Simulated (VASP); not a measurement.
Wanted: the native input for a VASP 6.6.1 run.

| Item | Value |
| --- | --- |
| Task | relaxation of cell and atoms |
| Functional | PBE |
| Potentials or basis | VASP PAW PBE potentials, release 64 (Ir, F) |
| Cutoff | 600 eV |
| k mesh | 4 × 4 × 6 |
| Occupations | gaussian, width 0.1 eV |
| Spin | no spin polarisation |
| Dipole correction | no |
| Further INCAR settings | ALGO = Normal; EDIFF = 1e-06; IBRION = 2; EDIFFG = -0.04; NSW = 90; ISIF = 3 |

The structure of IrF2 lies in POSCAR:

```
IrF2
1.0
    4.8534097692      0.0000000000      0.0000000000
    0.0000000000      4.8534097692      0.0000000000
    0.0000000000      0.0000000000      3.1260860921
Ir F
2 4
Direct
    0.0000000000      0.0000000000      0.0000000000
    0.5000000000      0.5000000000      0.5000000000
    0.3060000000      0.3060000000      0.0000000000
    0.1940000000      0.8060000000      0.5000000000
    0.6940000000      0.6940000000      0.0000000000
    0.8060000000      0.1940000000      0.5000000000
```

The input as run:

INCAR

```
ALGO = Normal
EDIFF = 1E-6
EDIFFG = -0.04
ENCUT = 600
GGA = PE
IBRION = 2
ISIF = 3
ISMEAR = 0
LASPH = True
LCHARG = False
LREAL = False
LWAVE = False
NELM = 80
NSW = 90
PREC = Accurate
SIGMA = 0.1
```

KPOINTS

```
k-points
0
Gamma
  4 4 6
```

Potentials or basis: VASP PAW PBE potentials, release 64 (Ir, F).

Launch:

```sh
$ cat potpaw_PBE.64/Ir/POTCAR potpaw_PBE.64/F/POTCAR > POTCAR
$ mpirun -np 1 vasp_std > vasp.out
```

Results of the run:

```yaml
Relaxed_volume: 13.59 Å³/atom
Relaxed_cell: a = 4.722 Å, b = 4.722 Å, c = 3.656 Å, α = 90.00°, β = 90.00°, γ = 90.00°
Space_group_after_relaxing_to_0.1_Å: P4_2/mnm (No. 136)
Energy_gained_by_relaxing: 179.6 meV/atom
Ionic_steps: 12
Pressure_after_relaxing: -0.1 GPa
Largest_force_after_relaxing: 0.018 eV/Å
Band_gap_on_the_k_mesh: zero (bands 23 and 24 overlap by 1.24 eV)
```

Caveat: a cell axis changed by over 15 % at a fixed basis, so the end point is rough; spin-orbit coupling is left out, which moves the levels of the heavy elements.

Run time: 4.1 min on 1 thread of Oxide Virtual Turin-like Processor (shared host), peak memory 0.21 GiB.
